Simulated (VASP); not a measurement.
# AlN (Fm-3m) in VASP: G0W0 quasiparticle levels with LDA

Aim: the G0W0 quasiparticle levels of AlN with LDA.

Program: VASP 6.6.1. These are calculated values, not measurements. Logs are shortened: lines on timing, memory, paths and dates and some standing lists are left out, and cuts for length are marked.

### Step 1. The cell of the first run

Symmetry: Fm-3m, No. 225, cubic system. The conventional cell has a = 4.038 Å, b = 4.038 Å, c = 4.038 Å, α = 90.00°, β = 90.00°, γ = 90.00°. Al (site symmetry m-3m) has 6 N at 2.02 Å within 2.7 Å. Within 2.7 Å of N (site symmetry m-3m) lie 6 Al at 2.02 Å.

### Step 2. G0W0 quasiparticle levels, LDA

Contents of POSCAR:

```
AlN
1.0
    0.0000000000      2.0188684454      2.0188684454
    2.0188684454      0.0000000000      2.0188684454
    2.0188684454      2.0188684454      0.0000000000
Al N
1 1
Direct
    0.0000000000      0.0000000000      0.0000000000
    0.5000000000      0.5000000000      0.5000000000
```

Contents of INCAR.step1:

```
  PREC = Accurate
  ENCUT = 500
  EDIFF = 1E-8
  ISMEAR = 0
  SIGMA = 0.01
  LREAL = F
  LASPH = T
  NELM = 60
  ALGO = Normal
  LWAVE = T
  LCHARG = F
  GGA = CA
```

Contents of INCAR.step2:

```
  PREC = Accurate
  ENCUT = 500
  EDIFF = 1E-8
  ISMEAR = 0
  SIGMA = 0.01
  LREAL = F
  LASPH = T
  NELM = 1
  ALGO = Exact
  LWAVE = T
  LCHARG = F
  GGA = CA
  NBANDS = 64
  LOPTICS = T
  ISTART = 1
```

Contents of INCAR.step3:

```
  PREC = Accurate
  ENCUT = 500
  EDIFF = 1E-8
  ISMEAR = 0
  SIGMA = 0.01
  LREAL = F
  LASPH = T
  ALGO = EVGW0
  LWAVE = F
  LCHARG = F
  GGA = CA
  NELMGW = 1
  NBANDS = 64
  ENCUTGW = 80.0
  NOMEGA = 48
  PRECFOCK = Fast
  ISTART = 1
  NBANDSGW = 12
```

Contents of KPOINTS:

```
Automatic mesh
0
Gamma
  4 4 4
```

Potentials or basis: VASP PAW LDA potentials, release 64 (Al_GW, N_GW).

Started as:

```console
cat potpaw_LDA.64/Al_GW/POTCAR potpaw_LDA.64/N_GW/POTCAR > POTCAR
cp INCAR.step1 INCAR
mpirun -np 1 vasp_std > vasp.out
cp INCAR.step2 INCAR
mpirun -np 1 vasp_std > vasp.out
cp INCAR.step3 INCAR
mpirun -np 1 vasp_std > vasp.out
```

OUTCAR:

```text
PREC = Accurate
   ENCUT = 500
   EDIFF = 1E-8
   ISMEAR = 0
   LREAL = F
   LASPH = T
   GGA = CA
   NELMGW = 1
   ENCUTGW = 80.0
   PRECFOCK = Fast
   ISTART = 1

 ion  position               nearest neighbor table
   1  0.000  0.000  0.000-   2 2.02   2 2.02   2 2.02   2 2.02   2 2.02   2 2.02
   2  0.500  0.500  0.500-   1 2.02   1 2.02   1 2.02   1 2.02   1 2.02   1 2.02

  LATTYP: Found a face centered cubic cell.
 ALAT       =     4.0377368908

  Lattice vectors:

 A1 = (   0.0000000000,   2.0188684454,   2.0188684454)
 A2 = (   2.0188684454,   0.0000000000,   2.0188684454)
 A3 = (   2.0188684454,   2.0188684454,   0.0000000000)

Analysis of symmetry for initial positions (statically):
=====================================================================
 Subroutine PRICEL returns:
 Original cell was already a primitive cell.

 Routine SETGRP: Setting up the symmetry group for a
 face centered cubic supercell.

 Subroutine GETGRP returns: Found 48 space group operations
 (whereof 48 operations were pure point group operations)
 out of a pool of 48 trial point group operations.

The static configuration has the point symmetry O_h .

Analysis of symmetry for dynamics (positions and initial velocities):
=====================================================================
 Subroutine PRICEL returns:
 Original cell was already a primitive cell.

 Routine SETGRP: Setting up the symmetry group for a
 face centered cubic supercell.

 Subroutine GETGRP returns: Found 48 space group operations
 (whereof 48 operations were pure point group operations)
 out of a pool of 48 trial point group operations.

The dynamic configuration has the point symmetry O_h .

 Subroutine INISYM returns: Found 48 space group operations
 (whereof 48 operations are pure point group operations),
 and found     1 'primitive' translations

----------------------------------------------------------------------------------------

                                     Primitive cell

  volume of cell :      16.4571

  direct lattice vectors                    reciprocal lattice vectors
     0.000000000  2.018868445  2.018868445    -0.247663488  0.247663488  0.247663488
     2.018868445  0.000000000  2.018868445     0.247663488 -0.247663488  0.247663488
     2.018868445  2.018868445  0.000000000     0.247663488  0.247663488 -0.247663488

  length of vectors
     2.855111136  2.855111136  2.855111136     0.428965744  0.428965744  0.428965744

  position of ions in fractional coordinates (direct lattice)
     0.000000000  0.000000000  0.000000000
     0.500000000  0.500000000  0.500000000

  ion indices of the primitive-cell ions
   primitive index   ion index
                 1           1
                 2           2

----------------------------------------------------------------------------------------

 KPOINTS: Automatic mesh

Automatic generation of k-mesh.
 Grid dimensions read from file:
 generate k-points for:    4    4    4

 Generating k-lattice:

  Cartesian coordinates                     Fractional coordinates (reciprocal lattice)
    -0.061915872  0.061915872  0.061915872     0.250000000  0.000000000  0.000000000
     0.061915872 -0.061915872  0.061915872     0.000000000  0.250000000  0.000000000
     0.061915872  0.061915872 -0.061915872     0.000000000  0.000000000  0.250000000

  Length of vectors
     0.107241436  0.107241436  0.107241436

  Shift w.r.t. Gamma in fractional coordinates (k-lattice)
     0.000000000  0.000000000  0.000000000

 Subroutine IBZKPT returns following result:
 ===========================================

 Found      8 irreducible k-points:

 Following reciprocal coordinates:
            Coordinates               Weight
  0.000000  0.000000  0.000000      1.000000
  0.250000  0.000000  0.000000      8.000000
  0.500000  0.000000  0.000000      4.000000
  0.250000  0.250000  0.000000      6.000000
  0.500000  0.250000  0.000000     24.000000
 -0.250000  0.250000  0.000000     12.000000
  0.500000  0.500000  0.000000      3.000000
 -0.250000  0.500000  0.250000      6.000000
   k-points           NKPTS =      8   k-points in BZ     NKDIM =     64   number of bands    NBANDS=     64
   number of dos      NEDOS =    301   number of ions     NIONS =      2
   total plane-waves  NPLWV =  13824
   dimension x,y,z NGX =    24 NGY =   24 NGZ =   24
   dimension x,y,z NGXF=    48 NGYF=   48 NGZF=   48
   ions per type =               1   1
   NGX,Y,Z   is equivalent  to a cutoff of  13.97, 13.97, 13.97 a.u.
   NGXF,Y,Z  is equivalent  to a cutoff of  27.95, 27.95, 27.95 a.u.
 SYSTEM =  unknown system
   PREC   = accura    normal or accurate (medium, high low for compatibility)
   ISTART =      1    job   : 0-new  1-cont  2-samecut
   ICHARG =      0    charge: 1-file 2-atom 10-const
   ISPIN  =      1    spin polarized calculation?
   LNONCOLLINEAR =      F non collinear calculations
   LSORBIT =      F    spin-orbit coupling
   LASPH  =      T    aspherical Exc in radial PAW
   ENCUT  =  500.0 eV  36.75 Ry    6.06 a.u.   5.21  5.21  5.21*2*pi/ulx,y,z
   NELM   =     60;   NELMIN=  2; NELMDL=  0     # of ELM steps
   EDIFF  = 0.1E-07   stopping-criterion for ELM
   LREAL  =      F    real-space projection
   EDIFFG = 0.1E-06   stopping-criterion for IOM
   NSW    =      0    number of steps for IOM
   IBRION =     -1    ionic relax: 0-MD 1-quasi-New 2-CG
   NFREE  =      0    steps in history (QN), initial steepest desc. (CG)
   ISIF   =      0    stress and relaxation
   ISYM   =      3    0-nonsym 1-usesym 2-fastsym
   POTIM  = 0.5000    time-step for ionic-motion
   TEBEG  =    0.0;   TEEND  =   0.0 temperature during run
   PSTRESS=    0.0 pullay stress
   NELECT =       8.0000    total number of electrons
   NUPDOWN=      -1.0000    fix difference up-down
   EMIN   =  10.00;   EMAX   =-10.00  energy-range for DOS
   EFERMI =   0.00;   METHOD = LEGACY
   ISMEAR =     0;   SIGMA  =   0.01  broadening in eV -4-tet -1-fermi 0-gaus
   EFERMI_NEDOS =   21; number of points for ismear=-14 and -15
   IALGO  =     38    algorithm
   IMIX   =      4    mixing-type and parameters
     AMIX     =   0.40;   BMIX     =  1.00
     AMIX_MAG =   1.60;   BMIX_MAG =  1.00
  volume/ion in A,a.u.               =       8.23        55.53
  Fermi-wavevector in a.u.,A,eV,Ry     =   1.287222  2.432497 22.544046  1.656941
  Thomas-Fermi vector in A             =   2.419249
   LORBIT       =      0    0 simple, 1 ext, 2 COOP (PROOUT), +10 PAW based schemes
   GGA     = CA    functional components
   LHFCALC =     T    Hartree Fock is set to
   PRECFOCK=fast      Normal, Fast or Accurate (Low or Medium for compatibility)
   ENCUT4O =  -1.0   cutoff for four orbital integrals eV
   NKREDX  =     1    reduce k-point grid by
   NKREDY  =     1    reduce k-point grid by
   NKREDZ  =     1    reduce k-point grid by
   AEXX    =    1.0000 exact exchange contribution
   HFSCREEN=    0.0000 screening length (either q_TF or 0.3 A-1)
   HFSCREENC=   0.0000 screening length for correlation (either q_TF or 0.3 A-1)
   ENCUTFOCK=  -1.0 apply spherical cutoff to Coloumb kernel
   IVDW    =     0    specifies the selected vdW correction
   LEPSILON=     F    determine dielectric tensor
   LRPA    =     F    only Hartree local field effects (RPA)
   LRPAFORCE           =     F    calculate RPA forces
   ENCUTGW             =  80.0    cutoff for response function in eV
   ENCUTGWSOFT         =  64.0    soft cutoff for Coulomb kernel in GW response function in eV
   ENCUTLF             =  -1.0    cutoff for local field effects
   NELMGW              =     1    number of iterations in solving QP/BSE equation
   NELMHF              =     1    number of iterations in the inner HF iteration
   NKREDLFX            =     1    NKREDLFY  =   1   NKREDLFZ  =   1
 non-spin polarized calculation
 Gauss-broadening in eV      SIGMA  =   0.01
  energy-cutoff  :      500.00
  volume of cell :       16.46
 maximum number of plane-waves:       444
 NGX is ok and might be reduce to    24
  NGX = 12; NGY = 12; NGZ = 12
   NGX = 11   NGY = 11   NGZ = 11
 maximum number of plane-waves:        28
 NGX is ok and might be reduce to    10

 QP shifts <psi_nk| G(iteration)W_0 |psi_nk>: iteration 1
 for sc-GW calculations column KS-energies equals QP-energies in previous step
 and V_xc(KS)=  KS-energies - (<T + V_ion + V_H > + <T+V_H+V_ion>^1  + <V_x>^1)

 k-point   1 :       0.0000    0.0000    0.0000
  band No.  KS-energies  QP-energies   sigma(KS)   V_xc(KS)     V^pw_x(r,r')   Z            occupation Imag(sigma)

      1      -8.7592     -10.1622     -16.4962     -14.6076     -24.7317       0.7429       2.0000       1.3573
      2       8.7123       8.4712     -17.8558     -17.5542     -21.2148       0.7993       2.0000       0.1018
      3       8.7123       8.4712     -17.8558     -17.5542     -21.2148       0.7993       2.0000       0.1018
      4       8.7123       8.4712     -17.8558     -17.5542     -21.2148       0.7993       2.0000       0.1018
      5      14.5193      15.6662     -13.4406     -14.8576      -8.8310       0.8094       0.0000      -0.0936
      6      20.6951      21.8894      -9.6849     -11.1419      -4.4782       0.8197       0.0000      -0.1220
      7      20.6951      21.8894      -9.6849     -11.1419      -4.4782       0.8197       0.0000      -0.1220
      8      20.6951      21.8894      -9.6849     -11.1419      -4.4782       0.8197       0.0000      -0.1220
      9      25.9248      26.4222      -9.3066      -9.9551      -2.6393       0.7670       0.0000      -0.4085
     10      26.3094      27.8034     -10.1194     -11.9871      -4.4796       0.7999       0.0000      -0.2199
     11      26.3094      27.8034     -10.1194     -11.9871      -4.4796       0.7999       0.0000      -0.2199
     12      27.2426      28.8063      -9.8468     -11.8628      -2.9150       0.7756       0.0000      -0.4954

 k-point   2 :       0.2500    0.0000    0.0000
  band No.  KS-energies  QP-energies   sigma(KS)   V_xc(KS)     V^pw_x(r,r')   Z            occupation Imag(sigma)
[... 97 lines left out ...]
      1      -4.1943      -5.3526     -18.4172     -16.8536     -26.1867       0.7408       2.0000       0.8195
      2       2.9258       2.0916     -15.2565     -14.1764     -19.3507       0.7723       2.0000       0.1579
      3       2.9258       2.0916     -15.2565     -14.1764     -19.3507       0.7723       2.0000       0.1579
      4       4.7309       4.0988     -15.5667     -14.7637     -19.1607       0.7871       2.0000       0.1280
      5      16.6499      18.2224     -11.9780     -13.9164      -7.3948       0.8113       0.0000      -0.0958
      6      19.3232      20.7872     -12.1431     -13.9815      -6.9671       0.7964       0.0000      -0.1230
      7      19.3232      20.7872     -12.1431     -13.9815      -6.9671       0.7964       0.0000      -0.1230
      8      20.7992      22.1691     -10.5027     -12.2285      -4.7911       0.7938       0.0000      -0.1603
      9      27.7327      29.2525     -10.9385     -12.9230      -3.9585       0.7658       0.0000      -0.4760
     10      27.7327      29.2525     -10.9385     -12.9230      -3.9585       0.7658       0.0000      -0.4760
     11      33.6350      35.2828     -11.0296     -13.0864      -4.0835       0.8011       0.0000      -0.8281
     12      36.3690      37.8042      -8.7731     -10.6187      -1.4217       0.7776       0.0000      -0.9617
```

It took 33 s on 1 thread of Intel Xeon 8259CL, shared host; peak memory 0.15 GiB.

What came out:

```yaml
Band_gap_on_the_k_mesh_mean-field_level: 4.44 eV, indirect (least direct gap 5.81 eV)
Quasiparticle_gap: 5.87 eV
Least_direct_quasiparticle_gap: 7.20 eV
```

Levels at points of the mesh, in eV from the valence-band top:
```
           k point  band 1  band 2  band 3  band 4  band 5  band 6  band 7  band 8
(0.00, 0.00, 0.00)  -17.47    0.00    0.00    0.00    5.81   11.98   11.98   11.98
(0.50, 0.00, 0.00)  -14.11   -8.41   -1.09   -1.09    6.12   10.78   10.78   13.17
(0.50, 0.50, 0.00)  -13.08   -7.48   -2.84   -2.84    4.44    5.14   13.94   17.01
```

Caveat: the k points lie up to 0.67 Å⁻¹ apart; bands, screening cutoff and mesh are small and nothing is extrapolated, so the quasiparticle values aren't converged. A k mesh can miss the band edges.
